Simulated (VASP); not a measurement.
# AlGa3N4 (P-4) in VASP: further runs

Runs on AlGa3N4. Level: PBEsol. Tasks: single point.

Program: VASP 6.6.1. These are calculated values, not measurements. Logs are shortened: lines on timing, memory, paths and dates and some standing lists are left out, and cuts for length are marked.

**1. The cell of the first run**

It takes space group P-4 (No. 81, tetragonal). The conventional cell has a = 4.468 Å, b = 4.468 Å, c = 4.363 Å, α = 90.00°, β = 90.00°, γ = 90.00°. Within 2.5 Å of Al (site symmetry -4) lie 4 N at 1.88 Å. Within 2.5 Å of Ga (site symmetry 2) lie 4 N at 1.92 to 1.95 Å. Within 2.6 Å of Ga (site symmetry -4) lie 4 N at 1.93 Å. N (site symmetry 1) has 1 Al at 1.88 Å and 3 Ga at 1.92 to 1.95 Å within 2.5 Å.

**2. Single point, PBEsol (atoms displaced along a vibrational mode, the cell strained)**

INCAR

```
SYSTEM = AlGa3N4
PREC = Accurate
ENCUT = 520
EDIFF = 1E-6
ISMEAR = 0
SIGMA = 0.05
LREAL = .False.
LASPH = .True.
NELM = 80
ALGO = Normal
ISIF = 2
LWAVE = .False.
LCHARG = .True.
GGA = PS
LELF = .True.
LVHAR = .True.
NBANDS = 41
```

KPOINTS

```
Automatic mesh
0
Gamma
  6 6 6
  0 0 0
```

POSCAR

```
AlGa3N4
1.0
    4.3634828591      0.0000000000      0.0000000000
    0.0000000000      4.4675774128      0.0000000000
    0.0000000000      0.0000000000      4.4675774128
Al Ga N
1 3 4
Direct
    0.0000000000      0.0000000000      0.0000000000
    0.4815783830      0.5000000336      0.0000000000
    0.5184216170      0.0000000000      0.4999997448
    0.0000000000      0.4999999664      0.5000002552
    0.7550464963      0.7493609283      0.2392682031
    0.7550463181      0.2506389141      0.7607318177
    0.2449536612      0.7607318861      0.7493609967
    0.2449535244      0.2392682715      0.2506389825
```

Potentials or basis: VASP PAW PBE potentials, release 64 (Al, Ga_d, N).

Run with:

```bash
$ cat potpaw_PBE.64/Al/POTCAR potpaw_PBE.64/Ga_d/POTCAR potpaw_PBE.64/N/POTCAR > POTCAR
$ mpirun -np 1 vasp_std > vasp.out
```

OUTCAR:

```text
SYSTEM = AlGa3N4
   PREC = Accurate
   ENCUT = 520
   EDIFF = 1E-6
   ISMEAR = 0
   LREAL = .False.
   LASPH = .True.
   NELM = 80
   ISIF = 2
   GGA = PS

 ion  position               nearest neighbor table
   1  0.000  0.000  0.000-   6 1.88   7 1.88   8 1.88   5 1.88   3 3.07   2 3.07   2 3.07   3 3.07

   2  0.482  0.500  0.000-   7 1.92   8 1.92   5 1.95   6 1.95   1 3.07   1 3.07
   3  0.518  0.000  0.500-   5 1.92   6 1.92   8 1.95   7 1.95   1 3.07   1 3.07
   4  0.000  0.500  0.500-   6 1.93   7 1.93   8 1.93   5 1.93
   5  0.755  0.749  0.239-   1 1.88   3 1.92   4 1.93   2 1.95
   6  0.755  0.251  0.761-   1 1.88   3 1.92   4 1.93   2 1.95
   7  0.245  0.761  0.749-   1 1.88   2 1.92   4 1.93   3 1.95
   8  0.245  0.239  0.251-   1 1.88   2 1.92   4 1.93   3 1.95

  LATTYP: Found a simple tetragonal cell.
 ALAT       =     4.4675774128
 C/A-ratio  =     0.9767000000

  Lattice vectors:

 A1 = (   0.0000000000,   4.4675774128,   0.0000000000)
 A2 = (   0.0000000000,   0.0000000000,   4.4675774128)
 A3 = (   4.3634828591,   0.0000000000,   0.0000000000)

Analysis of symmetry for initial positions (statically):
=====================================================================
 Subroutine PRICEL returns:
 Original cell was already a primitive cell.

 Routine SETGRP: Setting up the symmetry group for a
 simple tetragonal supercell.

 Subroutine GETGRP returns: Found  4 space group operations
 (whereof  4 operations were pure point group operations)
 out of a pool of 16 trial point group operations.

The static configuration has the point symmetry S_4 .

Analysis of symmetry for dynamics (positions and initial velocities):
=====================================================================
 Subroutine PRICEL returns:
 Original cell was already a primitive cell.

 Routine SETGRP: Setting up the symmetry group for a
 simple tetragonal supercell.

 Subroutine GETGRP returns: Found  4 space group operations
 (whereof  4 operations were pure point group operations)
 out of a pool of 16 trial point group operations.

The dynamic configuration has the point symmetry S_4 .

 Subroutine INISYM returns: Found  4 space group operations
 (whereof  4 operations are pure point group operations),
 and found     1 'primitive' translations

----------------------------------------------------------------------------------------

                                     Primitive cell

  volume of cell :      87.0918

  direct lattice vectors                    reciprocal lattice vectors
[... 94 lines left out ...]
   LNONCOLLINEAR =      F non collinear calculations
   LSORBIT =      F    spin-orbit coupling
   LASPH  =      T    aspherical Exc in radial PAW
   ENCUT  =  520.0 eV  38.22 Ry    6.18 a.u.   8.11  8.31  8.31*2*pi/ulx,y,z
   NELM   =     80;   NELMIN=  2; NELMDL= -5     # of ELM steps
   EDIFF  = 0.1E-05   stopping-criterion for ELM
   LREAL  =      F    real-space projection
[... 7 lines left out ...]
   TEBEG  =    0.0;   TEEND  =   0.0 temperature during run
   PSTRESS=    0.0 pullay stress
   NELECT =      62.0000    total number of electrons
   NUPDOWN=      -1.0000    fix difference up-down
   EMIN   =  10.00;   EMAX   =-10.00  energy-range for DOS
   EFERMI =   0.00;   METHOD = LEGACY
   ISMEAR =     0;   SIGMA  =   0.05  broadening in eV -4-tet -1-fermi 0-gaus
   EFERMI_NEDOS =   21; number of points for ismear=-14 and -15
   IALGO  =     38    algorithm
   IMIX   =      4    mixing-type and parameters
     AMIX     =   0.40;   BMIX     =  1.00
     AMIX_MAG =   1.60;   BMIX_MAG =  1.00
  volume/ion in A,a.u.               =      10.89        73.47
  Fermi-wavevector in a.u.,A,eV,Ry     =   1.461772  2.762348 29.072613  2.136777
  Thomas-Fermi vector in A             =   2.578064
   LORBIT       =      0    0 simple, 1 ext, 2 COOP (PROOUT), +10 PAW based schemes
   GGA     = PS    functional components
   LHFCALC =     F    Hartree Fock is set to
   AEXX    =    0.0000 exact exchange contribution
   IVDW    =     0    specifies the selected vdW correction
   LEPSILON=     F    determine dielectric tensor
   LRPA    =     F    only Hartree local field effects (RPA)
 non-spin polarized calculation
 Gauss-broadening in eV      SIGMA  =   0.05
  energy-cutoff  :      520.00
  volume of cell :       87.09
 maximum number of plane-waves:      2372
   NGX = 17   NGY = 17   NGZ = 17

 number of electron      61.9999993 magnetization

 Free energy of the ion-electron system (eV)
  ---------------------------------------------------
  ext. energy  EPLUGINS =         0.00000000
  ---------------------------------------------------
  free energy    TOTEN  =       -54.86334062 eV

  energy without entropy =      -54.86334062  energy(sigma->0) =      -54.86334062

 E-fermi :   5.8446     XC(G=0): -11.8677

 val. band max:        5.6283497701   @ k =   0.0000   0.0000   0.0000
 cond. band min:       8.0223113518   @ k =   0.0000   0.0000   0.0000
 fundamental gap:      2.3939615817
 Fermi energy:         5.8446154087

 k-point     1 :       0.0000    0.0000    0.0000
  band No.  band energies     occupation
      1     -10.3097      2.00000
      2      -8.9106      2.00000
      3      -8.9055      2.00000
      4      -8.9055      2.00000
      5      -7.5702      2.00000
      6      -7.5483      2.00000
[... 1045 lines left out ...]
     40      16.0038      0.00000
     41      16.3549      0.00000

 [... further k-points ...]
[... 5 lines left out ...]
  --------------------------------------------------------------------------------------
  -------------------------------------------------------------------------------------
  Total        3.2808862      1.9769371      1.9769371      0.0000000      0.0000005      0.0000000
  in kB       60.3565360     36.3685504     36.3685504      0.0000000      0.0000096      0.0000000
  external PRESSURE =      44.3645456 kB  Pullay stress =       0.0000000 kB

 VOLUME and BASIS-vectors are now :
 -----------------------------------------------------------------------------
  energy-cutoff  :      520.00
  volume of cell :       87.09
      direct lattice vectors                 reciprocal lattice vectors
     4.363482859  0.000000000  0.000000000     0.229174729  0.000000000  0.000000000
     0.000000000  4.467577413  0.000000000     0.000000000  0.223834957  0.000000000
     0.000000000  0.000000000  4.467577413     0.000000000  0.000000000  0.223834957

 POSITION                                       TOTAL-FORCE (eV/Angst)
 -----------------------------------------------------------------------------------
      0.00000      0.00000      0.00000         0.000000      0.000000     -0.000000
      2.10136      2.23379      0.00000         0.731071      0.000000     -0.000000
      2.26212      0.00000      2.23379        -0.731071      0.000000     -0.000000
      0.00000      2.23379      2.23379         0.000000      0.000000     -0.000000
      3.29463      3.34783      1.06895         0.003748      0.028236      0.057054
      3.29463      1.11975      3.39863         0.003748     -0.028236     -0.057054
      1.06885      3.39863      3.34783        -0.003748     -0.057054      0.028236
      1.06885      1.06895      1.11975        -0.003748      0.057054     -0.028236
 -----------------------------------------------------------------------------------
    total drift:                               -0.000000     -0.000011     -0.000003

  FREE ENERGIE OF THE ION-ELECTRON SYSTEM (eV)
  ---------------------------------------------------
  free  energy   TOTEN  =       -54.8633406189 eV

  energy  without entropy=      -54.8633406189  energy(sigma->0) =      -54.86334062
```

OSZICAR:

```text
N       E                     dE             d eps       ncg     rms          rms(c)
DAV:   1     0.631797589832E+03    0.63180E+03   -0.27710E+04  4059   0.258E+03
DAV:   2     0.558704037423E+02   -0.57593E+03   -0.53614E+03  3800   0.640E+02
DAV:   3    -0.547772741050E+02   -0.11065E+03   -0.10740E+03  4028   0.197E+02
DAV:   4    -0.626660242278E+02   -0.78888E+01   -0.78211E+01  5036   0.558E+01
DAV:   5    -0.628584221168E+02   -0.19240E+00   -0.19213E+00  4446   0.875E+00    0.152E+01
DAV:   6    -0.547383541560E+02    0.81201E+01   -0.22775E+01  6776   0.594E+01    0.456E+00
DAV:   7    -0.549575222206E+02   -0.21917E+00   -0.40585E+00  4300   0.111E+01    0.393E+00
DAV:   8    -0.549048026597E+02    0.52720E-01   -0.56427E-01  5590   0.827E+00    0.113E+00
DAV:   9    -0.548623943322E+02    0.42408E-01   -0.16969E-01  5957   0.557E+00    0.434E-01
DAV:  10    -0.548632655169E+02   -0.87118E-03   -0.17080E-02  4382   0.869E-01    0.160E-01
DAV:  11    -0.548633330727E+02   -0.67556E-04   -0.18801E-03  6004   0.757E-01    0.291E-02
DAV:  12    -0.548633369699E+02   -0.38972E-05   -0.30547E-04  5582   0.340E-01    0.145E-02
DAV:  13    -0.548633389520E+02   -0.19821E-05   -0.40037E-05  5820   0.702E-02    0.608E-03
DAV:  14    -0.548633406771E+02   -0.17251E-05   -0.95598E-06  4152   0.234E-02    0.220E-03
DAV:  15    -0.548633406189E+02    0.58197E-07   -0.46049E-07  2927   0.726E-03
   1 F= -.54863341E+02 E0= -.54863341E+02  d E =-.979528E-12
```

stdout:

```text
POSCAR found type information on POSCAR AlGaN
 POSCAR found :  3 types and       8 ions
 scaLAPACK will be used
 -----------------------------------------------------------------------------
|                                                                             |
|                                                                             |
|     You enforced a specific xc type in the INCAR file but a different       |
|     I HOPE YOU KNOW WHAT YOU ARE DOING!                                     |
|                                                                             |
 -----------------------------------------------------------------------------

 LDA part: xc-table for (Slater+PW92), standard interpolation
 POSCAR, INCAR and KPOINTS ok, starting setup
 FFT: planning ... GRIDC
 FFT: planning ... GRID_SOFT
 FFT: planning ... GRID
 WAVECAR not read
 entering main loop
```

It took 72 s on 1 thread of Intel Xeon 6975P-C (Granite Rapids), shared host; peak memory 0.27 GiB.

Results:

- Free energy: -54.8633 eV
- Pressure: 4.4 GPa
- Largest force: 0.731 eV/Å
- Band gap on the k mesh: 2.39 eV

Forces on the atoms (eV/Å):
```
Al   0.000  0.000  0.000
Ga   0.731  0.000  0.000
Ga  -0.731  0.000  0.000
Ga   0.000  0.000  0.000
N    0.004  0.028  0.057
N    0.004 -0.028 -0.057
N   -0.004 -0.057  0.028
N   -0.004  0.057 -0.028
```

Levels at points of the mesh, in eV from the valence-band top:
| k point | band 28 | band 29 | band 30 | band 31 | band 32 | band 33 | band 34 | band 35 |
| --- | --- | --- | --- | --- | --- | --- | --- | --- |
| (0.00, 0.00, 0.00) | -2.53 | -0.10 | -0.10 | 0.00 | 2.39 | 3.18 | 3.31 | 3.31 |
| (0.50, 0.00, 0.00) | -1.67 | -1.67 | -1.37 | -1.37 | 4.90 | 5.03 | 6.25 | 6.25 |
| (0.00, 0.50, 0.00) | -1.57 | -1.51 | -1.27 | -1.21 | 4.84 | 4.93 | 6.02 | 6.03 |
| (0.50, 0.50, 0.00) | -1.01 | -1.00 | -0.95 | -0.66 | 6.75 | 6.96 | 6.98 | 7.31 |
| (0.00, 0.50, 0.50) | -1.18 | -1.12 | -1.12 | -0.80 | 6.72 | 6.74 | 6.74 | 7.15 |
| (0.50, 0.50, 0.50) | -0.85 | -0.74 | -0.69 | -0.69 | 5.01 | 5.01 | 5.01 | 6.27 |

Caveat: the cell differs from its parent crystal (atoms displaced along a vibrational mode, the cell strained); the cell stands under pressure; the PAW data sets were made with another functional, which shifts forces and pressure a little.

**3. Single point, PBEsol (atoms displaced along a vibrational mode, the cell strained)**

INCAR

```
SYSTEM = AlGa3N4
  PREC = Accurate
  ENCUT = 520
  EDIFF = 1E-6
  ISMEAR = 0
  SIGMA = 0.05
  LREAL = .False.
  LASPH = .True.
  NELM = 80
  ALGO = Normal
  ISIF = 2
  LWAVE = .False.
  LCHARG = .False.
  GGA = PS
  NBANDS = 41
```

KPOINTS

```
regular mesh
0
Gamma
  6 6 6
  0 0 0
```

POSCAR, as its differences from that of step 2:

```diff
@@ -2,3 +2,3 @@
 1.0
-    4.3634828591      0.0000000000      0.0000000000
+    4.5716719665      0.0000000000      0.0000000000
     0.0000000000      4.4675774128      0.0000000000
```

Potentials or basis: VASP PAW PBE potentials, release 64 (Al, Ga_d, N).

Run with:

```bash
$ cat potpaw_PBE.64/Al/POTCAR potpaw_PBE.64/Ga_d/POTCAR potpaw_PBE.64/N/POTCAR > POTCAR
$ mpirun -np 1 vasp_std > vasp.out
```

OUTCAR:

```text
SYSTEM = AlGa3N4
   PREC = Accurate
   ENCUT = 520
   EDIFF = 1E-6
   ISMEAR = 0
   LREAL = .False.
   LASPH = .True.
   NELM = 80
   ISIF = 2
   GGA = PS

 ion  position               nearest neighbor table
   1  0.000  0.000  0.000-   8 1.91   5 1.91   6 1.91   7 1.91   3 3.14   2 3.14   2 3.14   3 3.14

   2  0.482  0.500  0.000-   7 1.94   8 1.94   5 1.99   6 1.99   1 3.14   1 3.14
   3  0.518  0.000  0.500-   5 1.94   6 1.94   8 1.99   7 1.99   1 3.14   1 3.14
   4  0.000  0.500  0.500-   6 1.96   7 1.96   8 1.96   5 1.96
   5  0.755  0.749  0.239-   1 1.91   3 1.94   4 1.96   2 1.99
   6  0.755  0.251  0.761-   1 1.91   3 1.94   4 1.96   2 1.99
   7  0.245  0.761  0.749-   1 1.91   2 1.94   4 1.96   3 1.99
   8  0.245  0.239  0.251-   1 1.91   2 1.94   4 1.96   3 1.99

  LATTYP: Found a simple tetragonal cell.
 ALAT       =     4.4675774128
 C/A-ratio  =     1.0233000000

  Lattice vectors:

 A1 = (   0.0000000000,   4.4675774128,   0.0000000000)
 A2 = (   0.0000000000,   0.0000000000,   4.4675774128)
 A3 = (   4.5716719665,   0.0000000000,   0.0000000000)

Analysis of symmetry for initial positions (statically):
=====================================================================
[... 196 lines left out ...]
      3      -9.2226      2.00000
      4      -9.2226      2.00000
      5      -8.0384      2.00000
      6      -8.0272      2.00000
[... 1045 lines left out ...]
     40      15.3748      0.00000
     41      15.5945      0.00000

 [... further k-points ...]

------------------------ aborting loop because EDIFF is reached ----------------------------------------

  FORCE on cell =-STRESS in cart. coord.  units (eV):
  Direction    XX          YY          ZZ          XY          YZ          ZX
  --------------------------------------------------------------------------------------
  -------------------------------------------------------------------------------------
  Total       -3.7823085     -1.8629864     -1.8629864      0.0000000      0.0000004     -0.0000000
  in kB      -66.4122655    -32.7115431    -32.7115431      0.0000000      0.0000064     -0.0000000
  external PRESSURE =     -43.9451172 kB  Pullay stress =       0.0000000 kB

 VOLUME and BASIS-vectors are now :
 -----------------------------------------------------------------------------
  energy-cutoff  :      520.00
  volume of cell :       91.25
      direct lattice vectors                 reciprocal lattice vectors
     4.571671967  0.000000000  0.000000000     0.218738354  0.000000000  0.000000000
     0.000000000  4.467577413  0.000000000     0.000000000  0.223834957  0.000000000
     0.000000000  0.000000000  4.467577413     0.000000000  0.000000000  0.223834957

 POSITION                                       TOTAL-FORCE (eV/Angst)
 -----------------------------------------------------------------------------------
      0.00000      0.00000      0.00000         0.000000     -0.000000      0.000000
      2.20162      2.23379      0.00000         0.748692      0.000000      0.000000
      2.37005      0.00000      2.23379        -0.748692     -0.000000     -0.000000
      0.00000      2.23379      2.23379         0.000000      0.000000      0.000000
      3.45182      3.34783      1.06895        -0.028713      0.068610      0.060482
      3.45182      1.11975      3.39863        -0.028713     -0.068610     -0.060482
      1.11985      3.39863      3.34783         0.028713     -0.060482      0.068610
      1.11985      1.06895      1.11975         0.028713      0.060482     -0.068610
 -----------------------------------------------------------------------------------
    total drift:                               -0.000000     -0.000016      0.000000

  FREE ENERGIE OF THE ION-ELECTRON SYSTEM (eV)
  ---------------------------------------------------
  free  energy   TOTEN  =       -54.8559593056 eV

  energy  without entropy=      -54.8559593056  energy(sigma->0) =      -54.85595931
```

stdout:

```text
POSCAR found type information on POSCAR AlGaN
 POSCAR found :  3 types and       8 ions
 scaLAPACK will be used
 -----------------------------------------------------------------------------
|                                                                             |
|                                                                             |
|     You enforced a specific xc type in the INCAR file but a different       |
|     I HOPE YOU KNOW WHAT YOU ARE DOING!                                     |
|                                                                             |
 -----------------------------------------------------------------------------

 LDA part: xc-table for (Slater+PW92), standard interpolation
 POSCAR, INCAR and KPOINTS ok, starting setup
 FFT: planning ... GRIDC
 FFT: planning ... GRID_SOFT
 FFT: planning ... GRID
 WAVECAR not read
 entering main loop
```

It took 75 s on 1 thread of Intel Xeon 6975P-C (Granite Rapids), shared host; peak memory 0.28 GiB.

Results:

```yaml
Free_energy: -54.8560 eV
Pressure: -4.4 GPa
Largest_force: 0.749 eV/Å
Band_gap_on_the_k_mesh: 2.10 eV
```

Forces on the atoms (eV/Å):
```
Al   0.000  0.000  0.000
Ga   0.749  0.000  0.000
Ga  -0.749  0.000  0.000
Ga   0.000  0.000  0.000
N   -0.029  0.069  0.060
N   -0.029 -0.069 -0.060
N    0.029 -0.060  0.069
N    0.029  0.060 -0.069
```

Levels at points of the mesh, in eV from the valence-band top:
```tsv
k point	band 29	band 30	band 31	band 32	band 33	band 34
(0.00, 0.00, 0.00)	-0.10	0.00	0.00	2.10	3.22	3.22
(0.50, 0.00, 0.00)	-1.39	-1.13	-1.13	4.66	4.74	5.92
(0.00, 0.50, 0.00)	-1.49	-1.26	-1.22	4.71	4.81	6.07
(0.50, 0.50, 0.00)	-1.01	-0.98	-0.69	6.38	6.53	6.59
(0.00, 0.50, 0.50)	-0.86	-0.86	-0.55	6.48	6.53	6.53
(0.50, 0.50, 0.50)	-0.72	-0.67	-0.61	4.68	4.68	4.72
```

Caveat: the cell differs from its parent crystal (atoms displaced along a vibrational mode, the cell strained); the cell stands under tension; the PAW data sets were made with another functional, which shifts forces and pressure a little.
